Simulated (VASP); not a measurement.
# V (Im-3m) in VASP: single point with PBE

Aim: the single point of V with PBE.

All numbers are computed with VASP 6.6.1; they aren't measurements. Logs are shortened: lines on timing, memory, paths and dates and some standing lists are left out, and cuts for length are marked.

## 1. The cell of the first run

Symmetry: Im-3m, No. 229, cubic system. The conventional cell has a = 2.997 Å, b = 2.997 Å, c = 2.997 Å, α = 90.00°, β = 90.00°, γ = 90.00°. V (site symmetry m-3m) has 14 V at 2.60 to 3.00 Å within 3.4 Å.

## 2. Single point, PBE

File INCAR:

```
SYSTEM = V
PREC = Accurate ; ENCUT = 520
EDIFF = 1E-6 ; ISMEAR = 0
SIGMA = 0.1 ; LREAL = .False.
LASPH = .True. ; NELM = 100
ALGO = Fast ; ISIF = 2
LWAVE = .False. ; LCHARG = .True.
GGA = PE ; LELF = .True.
LVHAR = .True. ; NBANDS = 12
ISYM = 0
```

File KPOINTS:

```
regular mesh
0
Gamma
  14 14 16
  0 0 0
```

File POSCAR:

```
V
1.0
    2.5954952606      0.0000000000      0.0000000000
   -0.8651650869      2.4470563990      0.0000000000
    0.8651650869      1.2235281995      2.1192130061
V
1
Direct
    0.0000000000      0.0000000000      0.0000000000
```

Potentials or basis: VASP PAW PBE potentials, release 64 (V_sv).

On the command line:

```
$ cat potpaw_PBE.64/V_sv/POTCAR > POTCAR
$ mpirun -np 1 vasp_std > vasp.out
```

OUTCAR:

```text
SYSTEM = V
   PREC = Accurate
   ENCUT = 520
   EDIFF = 1E-6
   ISMEAR = 0
   LREAL = .False.
   LASPH = .True.
   NELM = 100
   ISIF = 2
   GGA = PE
   ISYM = 0

 ion  position               nearest neighbor table
   1  0.000  0.000  0.000-

IMPORTANT INFORMATION: All symmetrisations will be switched off!
NOSYMM: (Re-)initialisation of all symmetry stuff for point group C_1.

----------------------------------------------------------------------------------------

                                     Primitive cell

  volume of cell :      13.4598

  direct lattice vectors                    reciprocal lattice vectors
     2.595495261  0.000000000  0.000000000     0.385282923  0.136218084 -0.235936642
    -0.865165087  2.447056399  0.000000000     0.000000000  0.408654251 -0.235936642
     0.865165087  1.223528200  2.119213006     0.000000000  0.000000000  0.471873284

  length of vectors
     2.595495261  2.595495261  2.595495261     0.471873284  0.471873284  0.471873284

  position of ions in fractional coordinates (direct lattice)
     0.000000000  0.000000000  0.000000000

  ion indices of the primitive-cell ions
   primitive index   ion index
                 1           1

----------------------------------------------------------------------------------------

 KPOINTS: regular mesh

Automatic generation of k-mesh.
 Grid dimensions read from file:
 generate k-points for:   14   14   16

 Generating k-lattice:

  Cartesian coordinates                     Fractional coordinates (reciprocal lattice)
     0.027520209  0.009729863 -0.016852617     0.071428571  0.000000000  0.000000000
     0.000000000  0.029189589 -0.016852617     0.000000000  0.071428571  0.000000000
     0.000000000  0.000000000  0.029492080     0.000000000  0.000000000  0.062500000

  Length of vectors
     0.033705235  0.033705235  0.029492080

  Shift w.r.t. Gamma in fractional coordinates (k-lattice)
     0.000000000  0.000000000  0.000000000

 -----------------------------------------------------------------------------
|                                                                             |
|           W    W    AA    RRRRR   N    N  II  N    N   GGGG   !!!           |
|           W    W   A  A   R    R  NN   N  II  NN   N  G    G  !!!           |
|           W    W  A    A  R    R  N N  N  II  N N  N  G       !!!           |
|           W WW W  AAAAAA  RRRRR   N  N N  II  N  N N  G  GGG   !            |
|           WW  WW  A    A  R   R   N   NN  II  N   NN  G    G                |
|           W    W  A    A  R    R  N    N  II  N    N   GGGG   !!!           |
|                                                                             |
|     Your reciprocal lattice and k-lattice belong to different lattice       |
|     classes:                                                                |
|                                                                             |
|        The reciprocal lattice is face-centered cubic,                       |
|        whereas your k-lattice is base-centered monoclinic.                  |
|                                                                             |
|     Results are often still useful ...                                      |
|                                                                             |
 -----------------------------------------------------------------------------

 WARNING: IBZKPT: internal override: KBLOWUP is changed to .FALSE.
      ... skipping the blow-up phase ...

 Subroutine IBZKPT returns following result:
 ===========================================

 Found   1572 irreducible k-points:

 Following reciprocal coordinates:
            Coordinates               Weight
  0.000000  0.000000  0.000000      1.000000
  0.071429  0.000000  0.000000      2.000000
  0.142857  0.000000 -0.000000      2.000000
  0.214286  0.000000  0.000000      2.000000
  0.285714 -0.000000  0.000000      2.000000
  0.357143  0.000000  0.000000      2.000000
[... 16 lines left out ...]
  0.000000  0.142857  0.000000      2.000000
  0.071429  0.142857  0.000000      2.000000
 [... further k-points ...]
   k-points           NKPTS =   1572   k-points in BZ     NKDIM =   1572   number of bands    NBANDS=     12
   number of dos      NEDOS =    301   number of ions     NIONS =      1
   total plane-waves  NPLWV =   8000
   dimension x,y,z NGX =    20 NGY =   20 NGZ =   20
   dimension x,y,z NGXF=    40 NGYF=   40 NGZF=   40
   ions per type =               1
   NGX,Y,Z   is equivalent  to a cutoff of  12.81, 12.81, 12.81 a.u.
   NGXF,Y,Z  is equivalent  to a cutoff of  25.62, 25.62, 25.62 a.u.
 SYSTEM =  V
   PREC   = accura    normal or accurate (medium, high low for compatibility)
   ISTART =      0    job   : 0-new  1-cont  2-samecut
   ICHARG =      2    charge: 1-file 2-atom 10-const
   ISPIN  =      1    spin polarized calculation?
   LNONCOLLINEAR =      F non collinear calculations
   LSORBIT =      F    spin-orbit coupling
   LASPH  =      T    aspherical Exc in radial PAW
   ENCUT  =  520.0 eV  38.22 Ry    6.18 a.u.   4.83  4.83  4.83*2*pi/ulx,y,z
   NELM   =    100;   NELMIN=  2; NELMDL= -5     # of ELM steps
   EDIFF  = 0.1E-05   stopping-criterion for ELM
   LREAL  =      F    real-space projection
   EDIFFG = 0.1E-04   stopping-criterion for IOM
   NSW    =      0    number of steps for IOM
   IBRION =     -1    ionic relax: 0-MD 1-quasi-New 2-CG
   NFREE  =      0    steps in history (QN), initial steepest desc. (CG)
   ISIF   =      2    stress and relaxation
   ISYM   =      0    0-nonsym 1-usesym 2-fastsym
   POTIM  = 0.5000    time-step for ionic-motion
   TEBEG  =    0.0;   TEEND  =   0.0 temperature during run
   PSTRESS=    0.0 pullay stress
   NELECT =      13.0000    total number of electrons
   NUPDOWN=      -1.0000    fix difference up-down
   EMIN   =  10.00;   EMAX   =-10.00  energy-range for DOS
   EFERMI =   0.00;   METHOD = LEGACY
   ISMEAR =     0;   SIGMA  =   0.10  broadening in eV -4-tet -1-fermi 0-gaus
   EFERMI_NEDOS =   21; number of points for ismear=-14 and -15
   IALGO  =     68    algorithm
   IMIX   =      4    mixing-type and parameters
     AMIX     =   0.40;   BMIX     =  1.00
     AMIX_MAG =   1.60;   BMIX_MAG =  1.00
  volume/ion in A,a.u.               =      13.46        90.83
  Fermi-wavevector in a.u.,A,eV,Ry     =   1.618240  3.058031 35.629598  2.618702
  Thomas-Fermi vector in A             =   2.712535
   LORBIT       =      0    0 simple, 1 ext, 2 COOP (PROOUT), +10 PAW based schemes
   GGA     = PE    functional components
   LHFCALC =     F    Hartree Fock is set to
   AEXX    =    0.0000 exact exchange contribution
   IVDW    =     0    specifies the selected vdW correction
   LEPSILON=     F    determine dielectric tensor
   LRPA    =     F    only Hartree local field effects (RPA)
 non-spin polarized calculation
 RMM-DIIS sequential band-by-band and
 Gauss-broadening in eV      SIGMA  =   0.10
  energy-cutoff  :      520.00
  volume of cell :       13.46
 maximum number of plane-waves:       376
   NGX =  9   NGY =  9   NGZ =  9

 number of electron      12.9999990 magnetization

 Free energy of the ion-electron system (eV)
  ---------------------------------------------------
  ext. energy  EPLUGINS =         0.00000000
  ---------------------------------------------------
  free energy    TOTEN  =        -8.99846641 eV

  energy without entropy =       -8.99030538  energy(sigma->0) =       -8.99438589

 E-fermi :   9.7096     XC(G=0): -12.9093

 val. band max:        9.7084181416   @ k =   0.2143   0.0714   0.2500
 cond. band min:       9.7098717788   @ k =  -0.0714   0.3571   0.3125
 fundamental gap:      0.0014536372
 Fermi energy:         9.7095635557

 k-point     1 :       0.0000    0.0000    0.0000
  band No.  band energies     occupation
      1     -54.0088      2.00000
      2     -27.3097      2.00000
      3     -27.3077      2.00000
      4     -27.3068      2.00000
      5       3.1278      2.00000
      6      10.1230      0.00000
      7      10.1244      0.00000
      8      10.1253      0.00000
      9      12.1351      0.00000
     10      12.1351      0.00000
     11      30.2085      0.00000
     12      30.2097      0.00000

 k-point     2 :       0.0714    0.0000    0.0000
  band No.  band energies     occupation
      1     -53.9992      2.00000
      2     -27.3537      2.00000
      3     -27.3223      2.00000
      4     -27.3094      2.00000
      5       3.3338      2.00000
      6      10.0360      0.00000
      7      10.1046      0.00000
      8      10.2717      0.00000
      9      12.0360      0.00000
     10      12.1409      0.00000
     11      29.8507      0.00000
     12      30.2171      0.00000

 k-point     3 :       0.1429    0.0000   -0.0000
  band No.  band energies     occupation
      1     -53.9720      2.00000
      2     -27.4830      2.00000
      3     -27.3619      2.00000
      4     -27.3103      2.00000
      5       3.9227      2.00000
      6       9.7984      0.20886
      7      10.0039      0.00003
      8      10.6965      0.00000
      9      11.8478      0.00000
     10      12.1632      0.00000
     11      28.7310      0.00000
     12      29.8256      0.00000
[... 286 lines left out ...]
 k-point    23 :       0.0000    0.1429    0.0000
  band No.  band energies     occupation
      1     -53.9720      2.00000
      2     -27.4830      2.00000
      3     -27.3619      2.00000
      4     -27.3103      2.00000
      5       3.9227      2.00000
      6       9.7984      0.20886
      7      10.0039      0.00003
      8      10.6965      0.00000
      9      11.8478      0.00000
     10      12.1632      0.00000
     11      28.7310      0.00000
     12      29.8260      0.00000

 k-point    24 :       0.0714    0.1429    0.0000
  band No.  band energies     occupation
      1     -53.9474      2.00000
      2     -27.5951      2.00000
      3     -27.3852      2.00000
      4     -27.3265      2.00000
      5       4.4709      2.00000
      6       9.6384      1.68546
      7       9.7950      0.22720
      8      11.1441      0.00000
      9      11.7103      0.00000
     10      12.2409      0.00000
     11      27.8650      0.00000
     12      29.0786      0.00000

 [... further k-points ...]
[... 5 lines left out ...]
  --------------------------------------------------------------------------------------
  -------------------------------------------------------------------------------------
  Total        0.0269932      0.0307032      0.0408341      0.0052389     -0.0061059     -0.0043196
  in kB        3.2131101      3.6547324      4.8606531      0.6236041     -0.7268116     -0.5141775
  external PRESSURE =       3.9094985 kB  Pullay stress =       0.0000000 kB

 VOLUME and BASIS-vectors are now :
 -----------------------------------------------------------------------------
  energy-cutoff  :      520.00
  volume of cell :       13.46
      direct lattice vectors                 reciprocal lattice vectors
     2.595495261  0.000000000  0.000000000     0.385282923  0.136218084 -0.235936642
    -0.865165087  2.447056399  0.000000000     0.000000000  0.408654251 -0.235936642
     0.865165087  1.223528200  2.119213006     0.000000000  0.000000000  0.471873284

 POSITION                                       TOTAL-FORCE (eV/Angst)
 -----------------------------------------------------------------------------------
      0.00000      0.00000      0.00000         0.000000     -0.000000     -0.000000
 -----------------------------------------------------------------------------------
    total drift:                                0.000000     -0.000000     -0.000000

  FREE ENERGIE OF THE ION-ELECTRON SYSTEM (eV)
  ---------------------------------------------------
  free  energy   TOTEN  =        -8.9984664091 eV

  energy  without entropy=       -8.9903053791  energy(sigma->0) =       -8.99438589
```

Run time: 93 s. Hardware: 1 thread of Intel Xeon 6975P-C (Granite Rapids), shared host; peak memory 0.34 GiB.

Results:

| Quantity | Value |
| --- | --- |
| Free energy | -8.9985 eV |
| Pressure | 0.4 GPa |
| Band gap on the k mesh | zero (an odd number of electrons rules out a gap without spin polarisation) |

Levels at points of the mesh, in eV from the Fermi level:
```csv
k point,band 4,band 5,band 6,band 7,band 8,band 9,band 10,band 11
"(0.00, 0.00, 0.00)",-37.02,-6.58,0.41,0.41,0.42,2.43,2.43,20.50
"(0.50, 0.00, 0.00)",-37.03,-3.17,-1.13,1.65,2.43,2.79,4.12,10.18
"(0.00, 0.50, 0.00)",-37.03,-3.17,-1.13,1.65,2.43,2.79,4.12,10.18
"(0.50, 0.50, 0.00)",-37.02,-3.17,-1.13,1.65,2.43,2.79,4.12,10.18
"(0.00, 0.00, 0.50)",-37.02,-3.17,-1.13,1.65,2.43,2.79,4.12,10.18
"(0.50, 0.00, 0.50)",-37.02,-3.17,-1.13,1.65,2.43,2.79,4.12,10.18
"(0.00, 0.50, 0.50)",-37.02,-3.17,-1.13,1.65,2.43,2.79,4.12,10.18
"(0.50, 0.50, 0.50)",-37.63,-2.99,-2.99,3.72,3.73,3.73,10.22,10.22
```
